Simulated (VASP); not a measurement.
# NaCl (Fm-3m) in VASP: notebook

The runs below take NaCl through single point, relaxation of cell and atoms, with r2SCAN.

Everything below comes from runs of VASP 6.6.1. Logs are shortened: lines on timing, memory, paths and dates and some standing lists are left out, and cuts for length are marked.

**1. The cell of the first run**

The structure is cubic, space group Fm-3m (No. 225). The conventional cell has a = 5.309 Å, b = 5.309 Å, c = 5.309 Å, α = 90.00°, β = 90.00°, γ = 90.00°. Within 3.5 Å of Na (site symmetry m-3m) lie 6 Cl at 2.65 Å. Cl (site symmetry m-3m) has 6 Na at 2.65 Å within 3.5 Å.

**2. Single point, r2SCAN**

Input file POSCAR:

```
NaCl
1.0
    0.0000000000      2.6546605806      2.6546605806
    2.6546605806      0.0000000000      2.6546605806
    2.6546605806      2.6546605806      0.0000000000
Na Cl
1 1
Direct
    0.0000000000      0.0000000000      0.0000000000
    0.5000000000      0.5000000000      0.5000000000
```

Input file INCAR.step1:

```
ALGO     = Normal         # electronic algorithm
EDIFF    = 1E-4           # SCF threshold, eV
ENCUT    = 520            # plane-wave cutoff, eV
GGA      = PE             # functional
ISMEAR   = 0              # smearing method
LASPH    = True           # aspherical terms in the spheres
LCHARG   = False          # write CHGCAR
LREAL    = False          # projectors in reciprocal space
LWAVE    = True           # write WAVECAR
NBANDS   = 14             # bands
NELM     = 80             # most SCF steps
PREC     = Accurate       # precision mode
SIGMA    = 0.1            # smearing width, eV
```

Input file INCAR.step2:

```
ALGO     = Normal         # electronic algorithm
EDIFF    = 1E-6           # SCF threshold, eV
ENCUT    = 520            # plane-wave cutoff, eV
ISIF     = 2              # what is computed and relaxed
ISMEAR   = 0              # smearing method
ISTART   = 1            
LASPH    = True           # aspherical terms in the spheres
LCHARG   = False          # write CHGCAR
LMIXTAU  = True         
LREAL    = False          # projectors in reciprocal space
LWAVE    = False          # write WAVECAR
METAGGA  = R2SCAN         # meta-GGA
NBANDS   = 14             # bands
NELM     = 80             # most SCF steps
PREC     = Accurate       # precision mode
SIGMA    = 0.1            # smearing width, eV
```

Input file KPOINTS:

```
k-points
0
Gamma
  6 6 6
```

Potentials or basis: VASP PAW PBE potentials, release 64 (Na_pv, Cl).

Started as:

```bash
cat potpaw_PBE.64/Na_pv/POTCAR potpaw_PBE.64/Cl/POTCAR > POTCAR
cp INCAR.step1 INCAR
mpirun -np 1 vasp_std > vasp.out
cp INCAR.step2 INCAR
mpirun -np 1 vasp_std > vasp.out
```

OUTCAR:

```text
EDIFF = 1E-6
   ENCUT = 520
   ISIF = 2
   ISMEAR = 0
   ISTART = 1
   LASPH = True
   LREAL = False
   METAGGA = R2SCAN
   NELM = 80
   PREC = Accurate

 ion  position               nearest neighbor table
   1  0.000  0.000  0.000-   2 2.65   2 2.65   2 2.65   2 2.65   2 2.65   2 2.65
   2  0.500  0.500  0.500-   1 2.65   1 2.65   1 2.65   1 2.65   1 2.65   1 2.65

  LATTYP: Found a face centered cubic cell.
 ALAT       =     5.3093211612

  Lattice vectors:

 A1 = (   0.0000000000,   2.6546605806,   2.6546605806)
 A2 = (   2.6546605806,   0.0000000000,   2.6546605806)
 A3 = (   2.6546605806,   2.6546605806,   0.0000000000)

Analysis of symmetry for initial positions (statically):
=====================================================================
 Subroutine PRICEL returns:
 Original cell was already a primitive cell.

 Routine SETGRP: Setting up the symmetry group for a
 face centered cubic supercell.

 Subroutine GETGRP returns: Found 48 space group operations
 (whereof 48 operations were pure point group operations)
 out of a pool of 48 trial point group operations.

The static configuration has the point symmetry O_h .

Analysis of symmetry for dynamics (positions and initial velocities):
=====================================================================
 Subroutine PRICEL returns:
 Original cell was already a primitive cell.

 Routine SETGRP: Setting up the symmetry group for a
 face centered cubic supercell.

 Subroutine GETGRP returns: Found 48 space group operations
 (whereof 48 operations were pure point group operations)
 out of a pool of 48 trial point group operations.

The dynamic configuration has the point symmetry O_h .

 Subroutine INISYM returns: Found 48 space group operations
 (whereof 48 operations are pure point group operations),
 and found     1 'primitive' translations

----------------------------------------------------------------------------------------

                                     Primitive cell

  volume of cell :      37.4160

  direct lattice vectors                    reciprocal lattice vectors
     0.000000000  2.654660581  2.654660581    -0.188347996  0.188347996  0.188347996
     2.654660581  0.000000000  2.654660581     0.188347996 -0.188347996  0.188347996
     2.654660581  2.654660581  0.000000000     0.188347996  0.188347996 -0.188347996

  length of vectors
     3.754256997  3.754256997  3.754256997     0.326228298  0.326228298  0.326228298

  position of ions in fractional coordinates (direct lattice)
     0.000000000  0.000000000  0.000000000
     0.500000000  0.500000000  0.500000000

  ion indices of the primitive-cell ions
   primitive index   ion index
                 1           1
                 2           2

----------------------------------------------------------------------------------------

 KPOINTS: k-points

Automatic generation of k-mesh.
 Grid dimensions read from file:
 generate k-points for:    6    6    6

 Generating k-lattice:

  Cartesian coordinates                     Fractional coordinates (reciprocal lattice)
    -0.031391333  0.031391333  0.031391333     0.166666667  0.000000000  0.000000000
     0.031391333 -0.031391333  0.031391333     0.000000000  0.166666667  0.000000000
     0.031391333  0.031391333 -0.031391333     0.000000000  0.000000000  0.166666667

  Length of vectors
     0.054371383  0.054371383  0.054371383

  Shift w.r.t. Gamma in fractional coordinates (k-lattice)
     0.000000000  0.000000000  0.000000000

 Subroutine IBZKPT returns following result:
 ===========================================

 Found     16 irreducible k-points:

 Following reciprocal coordinates:
            Coordinates               Weight
  0.000000  0.000000  0.000000      1.000000
  0.166667  0.000000  0.000000      8.000000
  0.333333  0.000000  0.000000      8.000000
  0.500000  0.000000  0.000000      4.000000
  0.166667  0.166667  0.000000      6.000000
  0.333333  0.166667  0.000000     24.000000
[... 8 lines left out ...]
 -0.333333  0.333333  0.166667     24.000000
 -0.333333  0.500000  0.166667     12.000000
   k-points           NKPTS =     16   k-points in BZ     NKDIM =     16   number of bands    NBANDS=     14
   number of dos      NEDOS =    301   number of ions     NIONS =      2
   total plane-waves  NPLWV =  21952
   dimension x,y,z NGX =    28 NGY =   28 NGZ =   28
   dimension x,y,z NGXF=    56 NGYF=   56 NGZF=   56
   ions per type =               1   1
   NGX,Y,Z   is equivalent  to a cutoff of  12.40, 12.40, 12.40 a.u.
   NGXF,Y,Z  is equivalent  to a cutoff of  24.80, 24.80, 24.80 a.u.
 SYSTEM =  unknown system
   PREC   = accura    normal or accurate (medium, high low for compatibility)
   ISTART =      1    job   : 0-new  1-cont  2-samecut
   ICHARG =      0    charge: 1-file 2-atom 10-const
   ISPIN  =      1    spin polarized calculation?
   LNONCOLLINEAR =      F non collinear calculations
   LSORBIT =      F    spin-orbit coupling
   LASPH  =      T    aspherical Exc in radial PAW
   ENCUT  =  520.0 eV  38.22 Ry    6.18 a.u.   6.98  6.98  6.98*2*pi/ulx,y,z
   NELM   =     80;   NELMIN=  2; NELMDL=  0     # of ELM steps
   EDIFF  = 0.1E-05   stopping-criterion for ELM
   LREAL  =      F    real-space projection
   EDIFFG = 0.1E-04   stopping-criterion for IOM
   NSW    =      0    number of steps for IOM
   IBRION =     -1    ionic relax: 0-MD 1-quasi-New 2-CG
   NFREE  =      0    steps in history (QN), initial steepest desc. (CG)
   ISIF   =      2    stress and relaxation
   ISYM   =      2    0-nonsym 1-usesym 2-fastsym
   POTIM  = 0.5000    time-step for ionic-motion
   TEBEG  =    0.0;   TEEND  =   0.0 temperature during run
   PSTRESS=    0.0 pullay stress
   NELECT =      14.0000    total number of electrons
   NUPDOWN=      -1.0000    fix difference up-down
   EMIN   =  10.00;   EMAX   =-10.00  energy-range for DOS
   EFERMI =   0.00;   METHOD = LEGACY
   ISMEAR =     0;   SIGMA  =   0.10  broadening in eV -4-tet -1-fermi 0-gaus
   EFERMI_NEDOS =   21; number of points for ismear=-14 and -15
   IALGO  =     38    algorithm
   IMIX   =      4    mixing-type and parameters
     AMIX     =   0.40;   BMIX     =  1.00
     AMIX_MAG =   1.60;   BMIX_MAG =  1.00
  volume/ion in A,a.u.               =      18.71       126.25
  Fermi-wavevector in a.u.,A,eV,Ry     =   1.179683  2.229277 18.934562  1.391651
  Thomas-Fermi vector in A             =   2.315989
   LORBIT       =      0    0 simple, 1 ext, 2 COOP (PROOUT), +10 PAW based schemes
   METAGGA = R2SCAN    functional components
   LHFCALC =     F    Hartree Fock is set to
   AEXX    =    0.0000 exact exchange contribution
   IVDW    =     0    specifies the selected vdW correction
   LEPSILON=     F    determine dielectric tensor
   LRPA    =     F    only Hartree local field effects (RPA)
 non-spin polarized calculation
 Gauss-broadening in eV      SIGMA  =   0.10
  energy-cutoff  :      520.00
  volume of cell :       37.42
 maximum number of plane-waves:      1018
   NGX = 13   NGY = 13   NGZ = 13

 number of electron      13.9999991 magnetization

 Free energy of the ion-electron system (eV)
  ---------------------------------------------------
  ext. energy  EPLUGINS =         0.00000000
  ---------------------------------------------------
  free energy    TOTEN  =       -13.68411668 eV

  energy without entropy =      -13.68411668  energy(sigma->0) =      -13.68411668

 E-fermi :   0.5502     XC(G=0):  -9.5163

 val. band max:        0.0261266820   @ k =   0.0000   0.0000   0.0000
 cond. band min:       6.8106138890   @ k =   0.0000   0.0000   0.0000
 fundamental gap:      6.7844872070
 Fermi energy:         0.5501642826

 k-point     1 :       0.0000    0.0000    0.0000
  band No.  band energies     occupation
      1     -21.2283      2.00000
      2     -21.2279      2.00000
      3     -21.2279      2.00000
      4     -13.6918      2.00000
      5       0.0261      2.00000
      6       0.0261      2.00000
      7       0.0261      2.00000
      8       6.8106      0.00000
      9      11.9030      0.00000
     10      11.9030      0.00000
     11      11.9030      0.00000
     12      14.4049      0.00000
     13      14.4049      0.00000
     14      16.4083      0.00000

 k-point     2 :       0.1667    0.0000    0.0000
  band No.  band energies     occupation
      1     -21.2452      2.00000
      2     -21.2292      2.00000
      3     -21.2288      2.00000
      4     -13.5557      2.00000
      5      -0.7476      2.00000
      6      -0.0815      2.00000
      7      -0.0815      2.00000
      8       7.7012      0.00000
      9      11.2163      0.00000
     10      12.3084      0.00000
     11      12.3085      0.00000
     12      14.2348      0.00000
     13      14.2348      0.00000
     14      18.1394      0.00000

 k-point     3 :       0.3333    0.0000    0.0000
  band No.  band energies     occupation
      1     -21.2787      2.00000
      2     -21.2310      2.00000
      3     -21.2306      2.00000
      4     -13.2668      2.00000
      5      -1.9839      2.00000
      6      -0.2841      2.00000
      7      -0.2841      2.00000
      8       8.3820      0.00000
      9      11.9210      0.00000
     10      12.3777      0.00000
     11      12.3780      0.00000
     12      15.5026      0.00000
     13      15.5027      0.00000
     14      17.8080      0.00000
[... 188 lines left out ...]
 k-point    15 :      -0.3333    0.3333    0.1667
  band No.  band energies     occupation
      1     -21.2718      2.00000
      2     -21.2506      2.00000
      3     -21.2404      2.00000
      4     -13.0465      2.00000
      5      -1.9422      2.00000
      6      -1.3214      2.00000
      7      -0.7230      2.00000
      8      10.1186      0.00000
      9      10.6774      0.00000
     10      11.4865      0.00000
     11      13.6154      0.00000
     12      16.0857      0.00000
     13      18.1128      0.00000
     14      18.6828      0.00000

 k-point    16 :      -0.3333    0.5000    0.1667
  band No.  band energies     occupation
      1     -21.2630      2.00000
      2     -21.2506      2.00000
      3     -21.2491      2.00000
      4     -13.0332      2.00000
      5      -1.9100      2.00000
      6      -1.2170      2.00000
      7      -0.9500      2.00000
      8       9.6138      0.00000
      9       9.9990      0.00000
     10      12.1764      0.00000
     11      14.0482      0.00000
     12      18.0226      0.00000
     13      18.5031      0.00000
     14      18.6234      0.00000

------------------------ aborting loop because EDIFF is reached ----------------------------------------

  FORCE on cell =-STRESS in cart. coord.  units (eV):
  Direction    XX          YY          ZZ          XY          YZ          ZX
  --------------------------------------------------------------------------------------
  -------------------------------------------------------------------------------------
  Total        1.4596132      1.4596132      1.4596132      0.0000000      0.0000000      0.0000000
  in kB       62.5016337     62.5016337     62.5016337      0.0000000      0.0000000      0.0000000
  external PRESSURE =      62.5016337 kB  Pullay stress =       0.0000000 kB

 VOLUME and BASIS-vectors are now :
 -----------------------------------------------------------------------------
  energy-cutoff  :      520.00
  volume of cell :       37.42
      direct lattice vectors                 reciprocal lattice vectors
     0.000000000  2.654660581  2.654660581    -0.188347996  0.188347996  0.188347996
     2.654660581  0.000000000  2.654660581     0.188347996 -0.188347996  0.188347996
     2.654660581  2.654660581  0.000000000     0.188347996  0.188347996 -0.188347996

 POSITION                                       TOTAL-FORCE (eV/Angst)
 -----------------------------------------------------------------------------------
      0.00000      0.00000      0.00000         0.000000      0.000000      0.000000
      2.65466      2.65466      2.65466        -0.000000     -0.000000     -0.000000
 -----------------------------------------------------------------------------------
    total drift:                                0.000000      0.000000      0.000000

  FREE ENERGIE OF THE ION-ELECTRON SYSTEM (eV)
  ---------------------------------------------------
  free  energy   TOTEN  =       -13.6841166842 eV

  energy  without entropy=      -13.6841166842  energy(sigma->0) =      -13.68411668
```

It took 17 s on 1 thread of Intel Xeon 6975P-C (Granite Rapids), shared host; peak memory 0.15 GiB.

What came out:

```
Free energy            : -13.6841 eV
Pressure               : 6.3 GPa
Band gap on the k mesh : 6.78 eV, direct
```

Caveat: the PAW data sets were made with another functional, which shifts forces and pressure a little.

**3. Single point, r2SCAN**

POSCAR is that of step 2.

Input file INCAR.step1:

```
SYSTEM = NaCl
PREC = Accurate ; ENCUT = 520
ISMEAR = 0 ; SIGMA = 0.1
LREAL = .FALSE. ; LASPH = .TRUE.
NELM = 80 ; NBANDS = 14
GGA = PE ; ALGO = Normal
EDIFF = 1E-4 ; LWAVE = .TRUE.
LCHARG = .FALSE.
```

Input file INCAR.step2:

```
SYSTEM = NaCl
PREC = Accurate ; ENCUT = 520
EDIFF = 1E-6 ; ISMEAR = 0
SIGMA = 0.1 ; LREAL = .FALSE.
LASPH = .TRUE. ; NELM = 80
ALGO = Normal ; ISIF = 2
LWAVE = .FALSE. ; LCHARG = .FALSE.
METAGGA = R2SCAN ; LMIXTAU = .TRUE.
NBANDS = 14 ; ISTART = 1
```

Input file KPOINTS:

```
regular mesh
0
G
  6 6 6
  0 0 0
```

Potentials or basis: VASP PAW PBE potentials, release 64 (Na_pv, Cl).

Started as:

```bash
cat potpaw_PBE.64/Na_pv/POTCAR potpaw_PBE.64/Cl/POTCAR > POTCAR
cp INCAR.step1 INCAR
mpirun -np 1 vasp_std > vasp.out
cp INCAR.step2 INCAR
mpirun -np 1 vasp_std > vasp.out
```

It took 16 s on 1 thread of Intel Xeon 6975P-C (Granite Rapids), shared host; peak memory 0.16 GiB.

It converged, with:

```
Free energy            : -13.6841 eV
Pressure               : 6.3 GPa
Band gap on the k mesh : 6.78 eV, direct
```

Levels at points of the mesh, in eV from the valence-band top:
```csv
k point,band 3,band 4,band 5,band 6,band 7,band 8,band 9,band 10,band 11,band 12
"(0.00, 0.00, 0.00)",-21.25,-13.72,0.00,0.00,0.00,6.78,11.88,11.88,11.88,14.38
"(0.50, 0.00, 0.00)",-21.26,-13.14,-2.55,-0.41,-0.41,8.27,12.18,12.18,13.23,17.32
"(0.50, 0.50, 0.00)",-21.27,-13.09,-2.23,-0.81,-0.81,8.39,8.96,13.68,16.67,17.72
```

Caveat: the PAW data sets were made with another functional, which shifts forces and pressure a little.

[end of part 1 of 2]
